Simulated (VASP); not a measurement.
Wanted: the native input for a VASP 6.6.1 run.

```
Task                   : relaxation of cell and atoms
Functional             : PBE
Potentials or basis    : VASP PAW PBE potentials, release 64 (Nb_sv, C)
Cutoff                 : 600 eV
k mesh                 : 6 × 6 × 6
Occupations            : gaussian, width 0.1 eV
Spin                   : no spin polarisation
Dipole correction      : no
Further INCAR settings : ALGO = Normal; EDIFF = 1e-06; IBRION = 2; EDIFFG = -0.04; NSW = 90; ISIF = 3
```

The structure of NbC4 lies in POSCAR:

```
NbC4
1.0
    3.6022330744      0.0000000000      0.0000000000
    0.0000000000      3.6022330744      0.0000000000
    0.0000000000      0.0000000000      3.6022330744
Nb C
1 4
Direct
    0.0000000000      0.0000000000      0.0000000000
    0.3487339855      0.6512660145      0.6512660145
    0.6512660145      0.3487339855      0.6512660145
    0.6512660145      0.6512660145      0.3487339855
    0.3487339855      0.3487339855      0.3487339855
```

The input as run:

INCAR

```
SYSTEM = NbC4
PREC     = Accurate       ! precision mode
ENCUT    = 600            ! plane-wave cutoff, eV
EDIFF    = 1E-6           ! SCF threshold, eV
ISMEAR   = 0              ! smearing method
SIGMA    = 0.1            ! smearing width, eV
LREAL    = .FALSE.        ! projectors in reciprocal space
LASPH    = .TRUE.         ! aspherical terms in the spheres
NELM     = 80             ! most SCF steps
ALGO     = Normal         ! electronic algorithm
ISIF     = 3              ! what is computed and relaxed
LWAVE    = .FALSE.        ! write WAVECAR
LCHARG   = .FALSE.        ! write CHGCAR
GGA      = PE             ! functional
IBRION   = 2              ! ionic algorithm
NSW      = 90             ! ionic steps
EDIFFG   = -0.04          ! ionic threshold
```

KPOINTS

```
regular mesh
0
G
  6 6 6
  0 0 0
```

Potentials or basis: VASP PAW PBE potentials, release 64 (Nb_sv, C).

Run with:

```sh
$ cat potpaw_PBE.64/Nb_sv/POTCAR potpaw_PBE.64/C/POTCAR > POTCAR
$ mpirun -np 1 vasp_std > vasp.out
```

Results of the run:

```
Relaxed volume                         : 9.36 Å³/atom
Relaxed cell                           : a = 3.603 Å, b = 3.603 Å, c = 3.603 Å, α = 90.00°, β = 90.00°, γ = 90.00°
Space group after relaxing (to 0.05 Å) : P-43m (No. 215)
Energy gained by relaxing              : 0.0 meV/atom
Ionic steps                            : 3
Pressure after relaxing                : 0.1 GPa
Largest force after relaxing           : 0.010 eV/Å
```

Run time: 29 s on 1 thread of AMD EPYC 9R45 96-Core Processor (Zen 5), on a shared host, peak memory 0.15 GiB.
